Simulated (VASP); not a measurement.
Here is a VASP 6.6.1 calculation.

INCAR

```
SYSTEM = Co
ALGO     = Normal         ! electronic algorithm
EDIFF    = 1E-6           ! SCF threshold, eV
ENCUT    = 520            ! plane-wave cutoff, eV
GGA      = RP             ! functional
ISIF     = 2              ! what is computed and relaxed
ISMEAR   = -1             ! smearing method
ISPIN    = 2              ! spin polarisation
LASPH    = .True.         ! aspherical terms in the spheres
LCHARG   = .False.        ! write CHGCAR
LMAXMIX  = 4              ! l up to which the mixer works
LORBIT   = 11             ! projections on sites
LREAL    = .False.        ! projectors in reciprocal space
LWAVE    = .False.        ! write WAVECAR
MAGMOM   = -1.79 -1.79    ! initial moments
NBANDS   = 20             ! bands
NELM     = 150            ! most SCF steps
PREC     = Accurate       ! precision mode
SIGMA    = 0.05           ! smearing width, eV
```

File KPOINTS:

```
k-points
0
Gamma
  12 12 12
  0 0 0
```

Contents of POSCAR:

```
Co
1.0
    0.0000000000      2.5348134797      2.5348134797
    2.5348134797      0.0000000000      2.5348134797
    2.5348134797      2.5348134797      0.0000000000
Co
2
Direct
    0.1250000000      0.1250000000      0.1250000000
    0.8750000000      0.8750000000      0.8750000000
```

Potentials or basis: VASP PAW PBE potentials, release 64 (Co).

Command:

```bash
$ cat potpaw_PBE.64/Co/POTCAR > POTCAR
$ mpirun -np 1 vasp_std > vasp.out
```

**Question.** Predict the pressure.

**Answer.** 3.4 GPa.

**Question.** Predict the net moment.

**Answer.** -3.45 μB per cell.

Caveat: the cell stands under pressure; the PAW data sets were made with another functional, which shifts forces and pressure a little.
